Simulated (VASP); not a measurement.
ZrC: relaxation of cell and atoms with PBE

The system is ZrC.

```
CELL_PARAMETERS angstrom
1.81700 1.04905 2.98954
-1.81700 1.04905 2.98954
0.00000 -2.09809 2.98954
ATOMIC_POSITIONS crystal
Zr 0.00000 0.00000 0.00000
C 0.75124 0.75124 0.75124
```

* Program: VASP 6.6.1
* Task: relaxation of cell and atoms
* Functional: PBE
* Potentials or basis: VASP PAW PBE potentials, release 64 (Zr_sv, C)
* Cutoff: 600 eV
* k mesh: 6 × 6 × 6
* Occupations: gaussian, width 0.1 eV
* Spin: no spin polarisation
* Dipole correction: no
* Further INCAR settings: ALGO = Normal; EDIFF = 1e-06; IBRION = 2; EDIFFG = -0.04; NSW = 90; ISIF = 3

```yaml
Relaxed_volume: 16.47 Å³/atom
Relaxed_cell: a = 3.605 Å, b = 3.605 Å, c = 3.605 Å, α = 59.73°, β = 59.73°, γ = 59.73°
Space_group_after_relaxing_to_0.1_Å: F-43m (No. 216)
Energy_gained_by_relaxing: 10.5 meV/atom
Ionic_steps: 3
Pressure_after_relaxing: 0.0 GPa
Largest_force_after_relaxing: 0.038 eV/Å
Band_gap_on_the_k_mesh: 0.54 eV (least direct gap 0.58 eV)
```

Forces in eV/Å, atoms in the order of the input:
```
Zr   0.000  0.000  0.038
C    0.000  0.000 -0.038
```

Stress tensor (GPa, compression positive):
```
 0.14  0.00  0.00
 0.00  0.14  0.00
 0.00  0.00 -0.32
```

Step by step:
```
step  energy change (eV)  largest force (eV/Å)  pressure (GPa)  volume (Å³)
   1              0.0000                0.0512           -5.10        34.19
   2              0.0064                0.0225            6.69        31.57
   3             -0.0209                0.0380           -0.02        32.93
```

Final structure:
```xyz
2
Lattice="1.7953 1.0365 2.9496 -1.7953 1.0365 2.9496 0.0000 -2.0731 2.9496" Properties=species:S:1:pos:R:3 pbc="T T T"
Zr    0.0000    0.0000    0.0011
C     0.0000    0.0000    6.6465
```

Levels at points of the mesh, in eV from the valence-band top:
| k point | band 4 | band 5 | band 6 | band 7 | band 8 | band 9 | band 10 | band 11 | band 12 |
| --- | --- | --- | --- | --- | --- | --- | --- | --- | --- |
| (0.00, 0.00, 0.00) | -25.88 | -9.87 | -2.32 | -2.28 | -2.28 | 3.07 | 3.07 | 3.35 | 8.37 |
| (0.50, 0.00, 0.00) | -25.94 | -8.63 | -2.31 | -1.71 | -1.70 | 3.66 | 3.74 | 3.79 | 6.55 |
| (0.50, 0.50, 0.00) | -26.03 | -8.20 | -3.65 | -0.02 | 0.00 | 0.64 | 4.46 | 4.60 | 5.18 |
| (0.50, 0.50, 0.50) | -25.94 | -8.62 | -2.35 | -1.67 | -1.67 | 3.67 | 3.74 | 3.74 | 6.55 |

Wall time 24 s on 1 thread of AMD EPYC 9R45 96-Core Processor (Zen 5) (shared host), peak memory 0.16 GiB.

A k mesh can miss the band edges.
